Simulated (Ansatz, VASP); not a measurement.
## In5Sb2As3 in VASP and in Ansatz

```
CELL_PARAMETERS angstrom
2.94943 0.00000 0.00000
0.00000 5.67657 0.00000
0.00000 0.00000 15.48981
ATOMIC_POSITIONS crystal
In 0.00000 0.00000 0.00000
In 0.00000 0.00000 0.20000
In 0.00000 0.00000 0.40000
In 0.00000 0.00000 0.60000
In 0.00000 0.00000 0.80000
Sb 0.00000 0.50000 0.15000
Sb 0.00000 0.50000 0.55000
As 0.00000 0.50000 0.35000
As 0.00000 0.50000 0.75000
As 0.00000 0.50000 0.95000
```

Alike in both runs: task single point; functional PBE; k mesh 6 × 4 × 1; occupations gaussian, width 0.1 eV; no spin polarisation.

```csv
,VASP,Ansatz
version,VASP 6.6.1,Ansatz 0.2.0
potentials or method,"VASP PAW PBE potentials, release 64 (In_d, Sb, As), cutoff 520 eV","scalar-relativistic, plane waves, PAW"
valence electrons in the cell,90,140
```

```csv
,VASP,Ansatz,Ansatz less VASP
gap on the k mesh at the Fermi level (eV),none,none,-
pressure (GPa),0.8,0.8,+0.03
"traceless stress, the component that is largest in VASP (GPa)",-3.53,-3.55,-0.018
rms of the force components (eV/Å),0.091,0.091,+0.0003
```

Atom by atom the forces differ by 0.001 eV/Å (rms over components). A gap of «none» marks a metal or a gap that the smearing closes. VASP's potentials hold 90 valence electrons a cell and Ansatz's 140, so a difference there can come from the potentials and not from the codes.

The k mesh is coarse, so the values compare programs but aren't converged. Neither program's run includes spin-orbit coupling.
